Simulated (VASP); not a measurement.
Set up this calculation in VASP 6.6.1, as the native input.

```yaml
Task: single point
Functional: LDA
Potentials_or_basis: VASP PAW LDA potentials, release 64 (Tc_pv, B)
Cutoff: 500 eV
k_mesh: 5 × 5 × 5
Occupations: fermi-dirac, width 0.01 eV
Spin: no spin polarisation
Dipole_correction: no
Further_INCAR_settings: ALGO = Normal; EDIFF = 1e-06; NBANDS = 15
```

The structure of TcB lies in POSCAR:

```
TcB
1.0
    2.8370396011     -0.0000002843      0.0000000000
   -1.4185195543      2.4569485083      0.0000000000
    0.0000000000      0.0000000000      2.9012219355
Tc B
1 1
Direct
    0.0000000000      0.0000000000      0.0000000000
    0.3333333333      0.6666666667      0.5000000000
```

These files were run (other wordings do the same):

INCAR

```
SYSTEM = TcB
  PREC = Accurate
  ENCUT = 500
  EDIFF = 1E-6
  ISMEAR = -1
  SIGMA = 0.01
  LREAL = .False.
  LASPH = .True.
  NELM = 120
  ALGO = Normal
  ISIF = 2
  LWAVE = .False.
  LCHARG = .False.
  GGA = CA
  NBANDS = 15
  GGA_COMPAT = .False.
```

KPOINTS

```
Automatic mesh
0
Gamma
  5 5 5
  0 0 0
```

Potentials or basis: VASP PAW LDA potentials, release 64 (Tc_pv, B).

Run with:

```sh
$ cat potpaw_LDA.64/Tc_pv/POTCAR potpaw_LDA.64/B/POTCAR > POTCAR
$ mpirun -np 1 vasp_std > vasp.out
```

It gave:

- Pressure: 0.1 GPa
- Band gap on the k mesh: zero (band 8 reaches 12.40 eV, above the bottom of band 9 at 10.18 eV)

Caveat: the k points lie up to 0.51 Å⁻¹ apart.

Run time: 3.7 s on 1 thread of Intel(R) Xeon(R) Platinum 8488C (Sapphire Rapids) (shared host), peak memory 0.12 GiB.
